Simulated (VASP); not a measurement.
Set up this calculation in VASP 6.6.1, as the native input.

| Quantity | Value |
| --- | --- |
| Task | electric field gradients |
| Functional | PBEsol |
| Potentials or basis | VASP PAW PBE potentials, release 64 (Cd, Te) |
| Cutoff | 520 eV |
| k mesh | 8 × 8 × 8 |
| Occupations | fermi-dirac, width 0.15 eV |
| Spin | no spin polarisation |
| Dipole correction | no |
| Further INCAR settings | ALGO = Normal; EDIFF = 1e-08; NBANDS = 33 |

The structure of CdTe2 lies in POSCAR:

```
CdTe2
1.0
   -3.2773769595      3.2773769595      3.8855625745
    3.2773769595     -3.2773769595      3.8855625745
    3.2773769595      3.2773769595     -3.8855625745
Cd Te
2 4
Direct
    0.7500000000      0.7500000000      0.0000000000
    0.2500000000      0.2500000000      0.0000000000
    0.3491986289      0.8491986289      0.1983972578
    0.8491986289      0.6508013711      0.5000000000
    0.6508013711      0.1508013711      0.8016027422
    0.1508013711      0.3491986289      0.5000000000
```

These files were run (other wordings do the same):

INCAR

```
PREC = Accurate
ENCUT = 520
EDIFF = 1E-8
ISMEAR = -1
SIGMA = 0.15
LREAL = False
LASPH = True
NELM = 80
ALGO = Normal
ISIF = 2
LWAVE = False
LCHARG = False
GGA = PS
LEFG = True
NBANDS = 33
```

KPOINTS

```
regular mesh
0
Gamma
  8 8 8
```

Potentials or basis: VASP PAW PBE potentials, release 64 (Cd, Te).

Launch:

```console
$ cat potpaw_PBE.64/Cd/POTCAR potpaw_PBE.64/Te/POTCAR > POTCAR
$ mpirun -np 1 vasp_std > vasp.out
```

Results of the run:

The pressure is 0.2 GPa, the largest force is 0.012 eV/Å and the band gap on the k mesh is zero (bands 24 and 25 overlap by 1.76 eV). The largest electric field gradient by atom is Cd -1.3; Te +434.1 V/Å².

Caveat: without QUAD_EFG the Cq values of the log hold for a quadrupole moment of 1 mb, not for the nuclei; the PAW data sets were made with another functional, which shifts forces and pressure a little; spin-orbit coupling is left out, which moves the levels of the heavy elements.

Wall time 6.5 min on 1 thread of Intel(R) Xeon(R) Platinum 8488C (Sapphire Rapids), with other jobs on the host, peak memory 0.48 GiB.
